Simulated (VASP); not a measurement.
## GaN: single point with LDA

GaN:

```xyz
2
Lattice="0.0000 2.2535 2.2535 2.2535 0.0000 2.2535 2.2535 2.2535 0.0000" Properties=species:S:1:pos:R:3 pbc="T T T"
Ga    0.0000    0.0000    0.0000
N     3.3803    3.3803    3.3803
```

- Program: VASP 6.6.1
- Task: single point
- Functional: LDA
- Potentials or basis: VASP PAW LDA potentials, release 64 (Ga_d, N)
- Cutoff: 600 eV
- k mesh: 5 × 5 × 5
- Occupations: gaussian, width 0.01 eV
- Spin: no spin polarisation

```
Pressure               : -5.7 GPa
Band gap on the k mesh : 1.74 eV, direct
```

Levels at points of the mesh, in eV from the valence-band top:
```
           k point  band 6  band 7  band 8  band 9  band 10  band 11  band 12  band 13
(0.00, 0.00, 0.00)  -13.25    0.00    0.00    0.00     1.74    10.10    10.10    10.10
```

It took 9.4 s on 1 thread of AMD EPYC 7R13 Processor (Zen 3) (shared host), peak memory 0.11 GiB.

Caveat: the k points lie up to 0.48 Å⁻¹ apart.
